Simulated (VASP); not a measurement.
# GaN (F-43m) in VASP: a series of runs

Aim: see how the results for GaN move with the level of theory and the settings. Levels: revPBE, BLYP, RPBE+D3(BJ). Tasks: single point, relaxation of cell and atoms.

Program: VASP 6.6.1. These are calculated values, not measurements. Logs are shortened: lines on timing, memory, paths and dates and some standing lists are left out, and cuts for length are marked.

## 1. The cell of the first run

Symmetry: F-43m, No. 216, cubic system. Conventional cell: a = 4.574 Å, b = 4.574 Å, c = 4.574 Å, α = 90.00°, β = 90.00°, γ = 90.00°. Ga (site symmetry -43m) has 4 N at 1.98 Å within 2.6 Å. N (site symmetry -43m) has 4 Ga at 1.98 Å within 2.6 Å.

## 2. Single point, revPBE

File INCAR:

```
  PREC = Accurate
  ENCUT = 520
  EDIFF = 1E-6
  ISMEAR = -1
  SIGMA = 0.05
  LREAL = False
  LASPH = True
  NELM = 80
  ALGO = Normal
  ISIF = 2
  LWAVE = False
  LCHARG = False
  GGA = RE
  NBANDS = 16
```

File KPOINTS:

```
Automatic mesh
0
Gamma
  10 10 10
```

File POSCAR:

```
GaN
1.0
    0.0000000000      2.2871934460      2.2871934460
    2.2871934460      0.0000000000      2.2871934460
    2.2871934460      2.2871934460      0.0000000000
Ga N
1 1
Direct
    0.0000000000      0.0000000000      0.0000000000
    0.2500000000      0.2500000000      0.2500000000
```

Potentials or basis: VASP PAW PBE potentials, release 64 (Ga_d, N).

Command:

```sh
$ cat potpaw_PBE.64/Ga_d/POTCAR potpaw_PBE.64/N/POTCAR > POTCAR
$ mpirun -np 1 vasp_std > vasp.out
```

OUTCAR:

```text
PREC = Accurate
   ENCUT = 520
   EDIFF = 1E-6
   ISMEAR = -1
   LREAL = False
   LASPH = True
   NELM = 80
   ISIF = 2
   GGA = RE

 ion  position               nearest neighbor table
   1  0.000  0.000  0.000-   2 1.98   2 1.98   2 1.98   2 1.98
   2  0.250  0.250  0.250-   1 1.98   1 1.98   1 1.98   1 1.98

  LATTYP: Found a face centered cubic cell.
 ALAT       =     4.5743868920

  Lattice vectors:

 A1 = (   0.0000000000,   2.2871934460,   2.2871934460)
 A2 = (   2.2871934460,   0.0000000000,   2.2871934460)
 A3 = (   2.2871934460,   2.2871934460,   0.0000000000)

Analysis of symmetry for initial positions (statically):
=====================================================================
 Subroutine PRICEL returns:
 Original cell was already a primitive cell.

 Routine SETGRP: Setting up the symmetry group for a
 face centered cubic supercell.

 Subroutine GETGRP returns: Found 24 space group operations
 (whereof 24 operations were pure point group operations)
 out of a pool of 48 trial point group operations.

The static configuration has the point symmetry T_d .

Analysis of symmetry for dynamics (positions and initial velocities):
=====================================================================
 Subroutine PRICEL returns:
 Original cell was already a primitive cell.

 Routine SETGRP: Setting up the symmetry group for a
 face centered cubic supercell.

 Subroutine GETGRP returns: Found 24 space group operations
 (whereof 24 operations were pure point group operations)
 out of a pool of 48 trial point group operations.

The dynamic configuration has the point symmetry T_d .

 Subroutine INISYM returns: Found 24 space group operations
 (whereof 24 operations are pure point group operations),
 and found     1 'primitive' translations

----------------------------------------------------------------------------------------

                                     Primitive cell

  volume of cell :      23.9298

  direct lattice vectors                    reciprocal lattice vectors
     0.000000000  2.287193446  2.287193446    -0.218608531  0.218608531  0.218608531
     2.287193446  0.000000000  2.287193446     0.218608531 -0.218608531  0.218608531
     2.287193446  2.287193446  0.000000000     0.218608531  0.218608531 -0.218608531

  length of vectors
     3.234579991  3.234579991  3.234579991     0.378641083  0.378641083  0.378641083

  position of ions in fractional coordinates (direct lattice)
     0.000000000  0.000000000  0.000000000
     0.250000000  0.250000000  0.250000000

  ion indices of the primitive-cell ions
   primitive index   ion index
                 1           1
                 2           2

----------------------------------------------------------------------------------------

 KPOINTS: Automatic mesh

Automatic generation of k-mesh.
 Grid dimensions read from file:
 generate k-points for:   10   10   10

 Generating k-lattice:

  Cartesian coordinates                     Fractional coordinates (reciprocal lattice)
    -0.021860853  0.021860853  0.021860853     0.100000000  0.000000000  0.000000000
     0.021860853 -0.021860853  0.021860853     0.000000000  0.100000000  0.000000000
     0.021860853  0.021860853 -0.021860853     0.000000000  0.000000000  0.100000000

  Length of vectors
     0.037864108  0.037864108  0.037864108

  Shift w.r.t. Gamma in fractional coordinates (k-lattice)
     0.000000000  0.000000000  0.000000000

 Subroutine IBZKPT returns following result:
 ===========================================

 Found     47 irreducible k-points:

 Following reciprocal coordinates:
            Coordinates               Weight
  0.000000  0.000000  0.000000      1.000000
  0.100000  0.000000  0.000000      8.000000
  0.200000  0.000000  0.000000      8.000000
  0.300000  0.000000  0.000000      8.000000
  0.400000  0.000000  0.000000      8.000000
  0.500000  0.000000  0.000000      4.000000
[... 16 lines left out ...]
  0.300000  0.300000  0.000000      6.000000
  0.400000  0.300000  0.000000     24.000000
 [... further k-points ...]
   k-points           NKPTS =     47   k-points in BZ     NKDIM =     47   number of bands    NBANDS=     16
   number of dos      NEDOS =    301   number of ions     NIONS =      2
   total plane-waves  NPLWV =  13824
   dimension x,y,z NGX =    24 NGY =   24 NGZ =   24
   dimension x,y,z NGXF=    48 NGYF=   48 NGZF=   48
   ions per type =               1   1
   NGX,Y,Z   is equivalent  to a cutoff of  12.34, 12.34, 12.34 a.u.
   NGXF,Y,Z  is equivalent  to a cutoff of  24.67, 24.67, 24.67 a.u.
 SYSTEM =  unknown system
   PREC   = accura    normal or accurate (medium, high low for compatibility)
   ISTART =      0    job   : 0-new  1-cont  2-samecut
   ICHARG =      2    charge: 1-file 2-atom 10-const
   ISPIN  =      1    spin polarized calculation?
   LNONCOLLINEAR =      F non collinear calculations
   LSORBIT =      F    spin-orbit coupling
   LASPH  =      T    aspherical Exc in radial PAW
   ENCUT  =  520.0 eV  38.22 Ry    6.18 a.u.   6.01  6.01  6.01*2*pi/ulx,y,z
   NELM   =     80;   NELMIN=  2; NELMDL= -5     # of ELM steps
   EDIFF  = 0.1E-05   stopping-criterion for ELM
   LREAL  =      F    real-space projection
   EDIFFG = 0.1E-04   stopping-criterion for IOM
   NSW    =      0    number of steps for IOM
   IBRION =     -1    ionic relax: 0-MD 1-quasi-New 2-CG
   NFREE  =      0    steps in history (QN), initial steepest desc. (CG)
   ISIF   =      2    stress and relaxation
   ISYM   =      2    0-nonsym 1-usesym 2-fastsym
   POTIM  = 0.5000    time-step for ionic-motion
   TEBEG  =    0.0;   TEEND  =   0.0 temperature during run
   PSTRESS=    0.0 pullay stress
   NELECT =      18.0000    total number of electrons
   NUPDOWN=      -1.0000    fix difference up-down
   EMIN   =  10.00;   EMAX   =-10.00  energy-range for DOS
   EFERMI =   0.00;   METHOD = LEGACY
   ISMEAR =    -1;   SIGMA  =   0.05  broadening in eV -4-tet -1-fermi 0-gaus
   EFERMI_NEDOS =   21; number of points for ismear=-14 and -15
   IALGO  =     38    algorithm
   IMIX   =      4    mixing-type and parameters
     AMIX     =   0.40;   BMIX     =  1.00
     AMIX_MAG =   1.60;   BMIX_MAG =  1.00
  volume/ion in A,a.u.               =      11.96        80.74
  Fermi-wavevector in a.u.,A,eV,Ry     =   1.488856  2.813530 30.159939  2.216693
  Thomas-Fermi vector in A             =   2.601838
   LORBIT       =      0    0 simple, 1 ext, 2 COOP (PROOUT), +10 PAW based schemes
   GGA     = RE    functional components
   LHFCALC =     F    Hartree Fock is set to
   AEXX    =    0.0000 exact exchange contribution
   IVDW    =     0    specifies the selected vdW correction
   LEPSILON=     F    determine dielectric tensor
   LRPA    =     F    only Hartree local field effects (RPA)
 non-spin polarized calculation
  energy-cutoff  :      520.00
  volume of cell :       23.93
 maximum number of plane-waves:       656
   NGX = 13   NGY = 13   NGZ = 13

 number of electron      17.9999983 magnetization

 Free energy of the ion-electron system (eV)
  ---------------------------------------------------
  ext. energy  EPLUGINS =         0.00000000
  ---------------------------------------------------
  free energy    TOTEN  =       -11.46208838 eV

  energy without entropy =      -11.46208838  energy(sigma->0) =      -11.46208838

 E-fermi :   5.6944     XC(G=0): -11.2847

 val. band max:        4.9099455707   @ k =   0.0000   0.0000   0.0000
 cond. band min:       6.3865685059   @ k =   0.0000   0.0000   0.0000
 fundamental gap:      1.4766229352
 Fermi energy:         5.6943675720

 k-point     1 :       0.0000    0.0000    0.0000
  band No.  band energies     occupation
      1     -10.6846      2.00000
      2      -8.5095      2.00000
      3      -8.5095      2.00000
      4      -8.5095      2.00000
      5      -8.2327      2.00000
      6      -8.2327      2.00000
[... 8 lines left out ...]
     15      23.4952      0.00000
     16      23.4952      0.00000

 k-point     2 :       0.1000    0.0000    0.0000
  band No.  band energies     occupation
      1     -10.5862      2.00000
      2      -8.4976      2.00000
      3      -8.4976      2.00000
      4      -8.4667      2.00000
      5      -8.2337      2.00000
      6      -8.2337      2.00000
[... 8 lines left out ...]
     15      22.1981      0.00000
     16      22.2017      0.00000

 k-point     3 :       0.2000    0.0000    0.0000
  band No.  band energies     occupation
      1     -10.3448      2.00000
      2      -8.4700      2.00000
      3      -8.4700      2.00000
      4      -8.2936      2.00000
      5      -8.2324      2.00000
      6      -8.2324      2.00000
[... 8 lines left out ...]
     15      21.4420      0.00000
     16      21.4420      0.00000

 k-point     4 :       0.3000    0.0000    0.0000
  band No.  band energies     occupation
      1     -10.1017      2.00000
      2      -8.4455      2.00000
      3      -8.4455      2.00000
      4      -8.2204      2.00000
      5      -8.2204      2.00000
      6      -7.8942      2.00000
[... 8 lines left out ...]
     15      21.8751      0.00000
     16      21.8751      0.00000

 k-point     5 :       0.4000    0.0000    0.0000
  band No.  band energies     occupation
      1      -9.9651      2.00000
      2      -8.4349      2.00000
      3      -8.4349      2.00000
      4      -8.2009      2.00000
      5      -8.2009      2.00000
      6      -7.3205      2.00000
[... 8 lines left out ...]
     15      23.1818      0.00000
     16      23.1818      0.00000

 k-point     6 :       0.5000    0.0000    0.0000
  band No.  band energies     occupation
      1      -9.9270      2.00000
      2      -8.4330      2.00000
      3      -8.4330      2.00000
      4      -8.1911      2.00000
      5      -8.1911      2.00000
      6      -6.9998      2.00000
[... 8 lines left out ...]
     15      24.1149      0.00000
     16      24.1149      0.00000

 k-point     7 :       0.1000    0.1000    0.0000
  band No.  band energies     occupation
      1     -10.5540      2.00000
      2      -8.4868      2.00000
      3      -8.4868      2.00000
      4      -8.4666      2.00000
      5      -8.2411      2.00000
      6      -8.2262      2.00000
[... 8 lines left out ...]
     15      23.3918      0.00000
     16      24.1682      0.00000

 k-point     8 :       0.2000    0.1000    0.0000
  band No.  band energies     occupation
      1     -10.3620      2.00000
      2      -8.4678      2.00000
      3      -8.4582      2.00000
      4      -8.3520      2.00000
      5      -8.2335      2.00000
      6      -8.2198      2.00000
[... 8 lines left out ...]
     15      23.1988      0.00000
     16      23.3208      0.00000

 k-point     9 :       0.3000    0.1000    0.0000
  band No.  band energies     occupation
      1     -10.1255      2.00000
      2      -8.4462      2.00000
      3      -8.4301      2.00000
      4      -8.2673      2.00000
      5      -8.2086      2.00000
      6      -7.9792      2.00000
[... 8 lines left out ...]
     15      22.3829      0.00000
     16      23.2646      0.00000
[... 172 lines left out ...]
 k-point    19 :       0.5000    0.2000    0.0000
  band No.  band energies     occupation
      1      -9.8650      2.00000
      2      -8.4170      2.00000
      3      -8.3656      2.00000
      4      -8.2657      2.00000
      5      -8.1876      2.00000
      6      -6.8885      2.00000
[... 8 lines left out ...]
     15      24.7420      0.00000
     16      25.0611      0.00000

 k-point    20 :      -0.4000    0.2000    0.0000
  band No.  band energies     occupation
      1      -9.8597      2.00000
      2      -8.4218      2.00000
      3      -8.3709      2.00000
      4      -8.2398      2.00000
      5      -8.2085      2.00000
      6      -6.7785      2.00000
[... 8 lines left out ...]
     15      23.1733      0.00000
     16      24.7528      0.00000

 k-point    21 :      -0.3000    0.2000    0.0000
  band No.  band energies     occupation
      1      -9.9083      2.00000
      2      -8.4237      2.00000
      3      -8.3867      2.00000
      4      -8.2375      2.00000
      5      -8.2318      2.00000
      6      -7.1957      2.00000
[... 8 lines left out ...]
     15      21.8259      0.00000
     16      25.0593      0.00000

 k-point    22 :      -0.2000    0.2000    0.0000
  band No.  band energies     occupation
      1     -10.0278      2.00000
      2      -8.4304      2.00000
      3      -8.4188      2.00000
      4      -8.2512      2.00000
      5      -8.2366      2.00000
      6      -7.7303      2.00000
[... 8 lines left out ...]
     15      21.9224      0.00000
     16      24.9966      0.00000

 k-point    23 :       0.3000    0.3000    0.0000
  band No.  band energies     occupation
      1      -9.9584      2.00000
      2      -8.3698      2.00000
      3      -8.3440      2.00000
      4      -8.3440      2.00000
      5      -8.1885      2.00000
      6      -7.7029      2.00000
[... 8 lines left out ...]
     15      26.5170      0.00000
     16      26.6876      0.00000

 k-point    24 :       0.4000    0.3000    0.0000
  band No.  band energies     occupation
      1      -9.8702      2.00000
      2      -8.3886      2.00000
      3      -8.3139      2.00000
      4      -8.3136      2.00000
      5      -8.1796      2.00000
      6      -7.2666      2.00000
[... 8 lines left out ...]
     15      26.5489      0.00000
     16      26.8782      0.00000

 [... further k-points ...]
[... 5 lines left out ...]
  --------------------------------------------------------------------------------------
  -------------------------------------------------------------------------------------
  Total       -0.0060163     -0.0060163     -0.0060163      0.0000000     -0.0000000     -0.0000000
  in kB       -0.4028106     -0.4028106     -0.4028106      0.0000000     -0.0000000     -0.0000000
  external PRESSURE =      -0.4028106 kB  Pullay stress =       0.0000000 kB

 VOLUME and BASIS-vectors are now :
 -----------------------------------------------------------------------------
  energy-cutoff  :      520.00
  volume of cell :       23.93
      direct lattice vectors                 reciprocal lattice vectors
     0.000000000  2.287193446  2.287193446    -0.218608531  0.218608531  0.218608531
     2.287193446  0.000000000  2.287193446     0.218608531 -0.218608531  0.218608531
     2.287193446  2.287193446  0.000000000     0.218608531  0.218608531 -0.218608531

 POSITION                                       TOTAL-FORCE (eV/Angst)
 -----------------------------------------------------------------------------------
      0.00000      0.00000      0.00000        -0.000000     -0.000000     -0.000000
      1.14360      1.14360      1.14360         0.000000      0.000000      0.000000
 -----------------------------------------------------------------------------------
    total drift:                                0.000001      0.000001      0.000001

  FREE ENERGIE OF THE ION-ELECTRON SYSTEM (eV)
  ---------------------------------------------------
  free  energy   TOTEN  =       -11.4620883846 eV

  energy  without entropy=      -11.4620883814  energy(sigma->0) =      -11.46208838
```

It took 21 s on 1 thread of Intel Xeon 8259CL, shared host; peak memory 0.14 GiB.

Results:

| Property | Result |
| --- | --- |
| Free energy | -11.4621 eV |
| Pressure | 0.0 GPa |
| Band gap on the k mesh | 1.48 eV, direct |

Caveat: the PAW data sets were made with another functional, which shifts forces and pressure a little. Expect the measured gap to be larger: semilocal functionals such as revPBE lack the derivative discontinuity.

## 3. Single point, BLYP

This run uses another cell than the first one, of 12.14 Å³/atom, 1.015 times its volume.

File INCAR:

```
SYSTEM = GaN
PREC = Accurate
ENCUT = 520
EDIFF = 1E-6
ISMEAR = -1
SIGMA = 0.05
LREAL = .False.
LASPH = .True.
NELM = 60
ALGO = Normal
ISIF = 2
LWAVE = .False.
LCHARG = .True.
GGA = B5
ALDAX = 1.0
AGGAX = 1.0
AGGAC = 1.0
ALDAC = 0.0
LELF = .True.
LVHAR = .True.
NBANDS = 16
```

File KPOINTS:

```
Automatic mesh
0
Gamma
  10 10 10
  0 0 0
```

File POSCAR:

```
GaN
1.0
    0.0000000000      2.2985009033      2.2985009033
    2.2985009033      0.0000000000      2.2985009033
    2.2985009033      2.2985009033      0.0000000000
Ga N
1 1
Direct
    0.0000000000      0.0000000000      0.0000000000
    0.2500000000      0.2500000000      0.2500000000
```

Potentials or basis: VASP PAW PBE potentials, release 64 (Ga_d, N).

Command:

```sh
$ cat potpaw_PBE.64/Ga_d/POTCAR potpaw_PBE.64/N/POTCAR > POTCAR
$ mpirun -np 1 vasp_std > vasp.out
```

Run time: 34 s. Hardware: 1 thread of Intel Xeon 8259CL, shared host; peak memory 0.15 GiB.

The run converged. Its results:

```yaml
Free_energy: -11.0167 eV
Pressure: 1.2 GPa
Band_gap_on_the_k_mesh: 1.42 eV, direct
```

Levels at points of the mesh, in eV from the valence-band top:
| k point | band 7 | band 8 | band 9 | band 10 | band 11 | band 12 |
| --- | --- | --- | --- | --- | --- | --- |
| (0.00, 0.00, 0.00) | 0.00 | 0.00 | 0.00 | 1.42 | 9.93 | 9.93 |
| (0.50, 0.00, 0.00) | -6.59 | -0.89 | -0.89 | 4.25 | 8.55 | 10.11 |
| (0.50, 0.50, 0.00) | -5.87 | -2.47 | -2.47 | 3.57 | 6.30 | 11.46 |

Caveat: the PAW data sets were made with another functional, which shifts forces and pressure a little.

## 4. Relaxation of cell and atoms, RPBE+D3(BJ)

This run uses another cell than the first one, of 11.44 Å³/atom, 0.956 times its volume.

File INCAR:

```
SYSTEM = GaN
PREC = Accurate
ENCUT = 600
EDIFF = 1E-6
ISMEAR = -1
SIGMA = 0.05
LREAL = .FALSE.
LASPH = .TRUE.
NELM = 60
ALGO = Normal
ISIF = 3
LWAVE = .FALSE.
LCHARG = .FALSE.
GGA = RP
IVDW = 12
IBRION = 2
NSW = 60
EDIFFG = -0.01
```

File KPOINTS:

```
regular mesh
0
G
  10 10 10
  0 0 0
```

File POSCAR:

```
GaN
1.0
    0.0000000000      2.2535006075      2.2535006075
    2.2535006075      0.0000000000      2.2535006075
    2.2535006075      2.2535006075      0.0000000000
Ga N
1 1
Direct
    0.0000000000      0.0000000000      0.0000000000
    0.2500000000      0.2500000000      0.2500000000
```

Command:

```sh
$ cat potpaw_PBE.64/Ga_d/POTCAR potpaw_PBE.64/N/POTCAR > POTCAR
$ mpirun -np 1 vasp_std > vasp.out
```

Wall time 81 s (1 thread of Intel Xeon 8259CL, shared host); peak memory 0.19 GiB.

Results (log left out):

| Quantity | Value |
| --- | --- |
| Free energy | -13.6004 eV |
| Relaxed volume | 10.82 Å³/atom |
| Relaxed cell | a = 3.128 Å, b = 3.128 Å, c = 3.128 Å, α = 60.00°, β = 60.00°, γ = 60.00° |
| Space group after relaxing (to 0.05 Å) | F-43m (No. 216) |
| Energy gained by relaxing | 21.7 meV/atom |
| Ionic steps | 3 |
| Pressure after relaxing | 0.0 GPa |
| Band gap on the k mesh | 2.14 eV, direct |
| Dispersion energy per atom | -1.206 eV |

The path:
| step | energy change (eV) | largest force (eV/Å) | pressure (GPa) | volume (Å³) |
| --- | --- | --- | --- | --- |
| 1 | 0.0000 | 0.0000 | -10.44 | 22.89 |
| 2 | -0.0020 | 0.0000 | 12.40 | 20.51 |
| 3 | -0.0435 | 0.0000 | -0.04 | 21.63 |

Final structure:
```
Ga N
1.0
     0.00000    2.21159    2.21159
     2.21159    0.00000    2.21159
     2.21159    2.21159    0.00000
Ga N
1 1
Direct
  0.00000 0.00000 0.00000
  0.25000 0.25000 0.25000
```

Levels at points of the mesh, in eV from the valence-band top:
```csv
k point,band 7,band 8,band 9,band 10,band 11,band 12
"(0.00, 0.00, 0.00)",0.00,0.00,0.00,2.14,10.73,10.73
"(0.50, 0.00, 0.00)",-7.38,-1.04,-1.04,5.11,9.10,10.72
"(0.50, 0.50, 0.00)",-6.33,-2.89,-2.89,3.42,7.09,12.25
```

Caveat: the PAW data sets were made with another functional, which shifts forces and pressure a little.

## 5. Summary

| task | level | cell | cutoff (eV) | gap on the mesh (eV) | pressure (GPa) |
| --- | --- | --- | --- | --- | --- |
| single point | revPBE | a = 3.235 Å, angles 60.0°, 2 atoms | 520 | 1.48 | 0.0 |
| single point | BLYP | a = 3.251 Å, angles 60.0°, 2 atoms | 520 | 1.42 | 1.2 |
| relaxation of cell and atoms | RPBE+D3(BJ) | relaxed from a = 3.187 Å, angles 60.0°, 2 atoms | 600 | 2.14 | 0.0 |

Alike in all rows: potentials or basis VASP PAW PBE potentials, release 64 (Ga_d, N); no spin polarisation; k mesh 10 × 10 × 10; smearing fermi-dirac 0.05 eV.

Caveats: the PAW data sets were made with another functional, which shifts forces and pressure a little.

Total energies depend on the potentials used, so only differences within one code and one set of settings carry meaning.
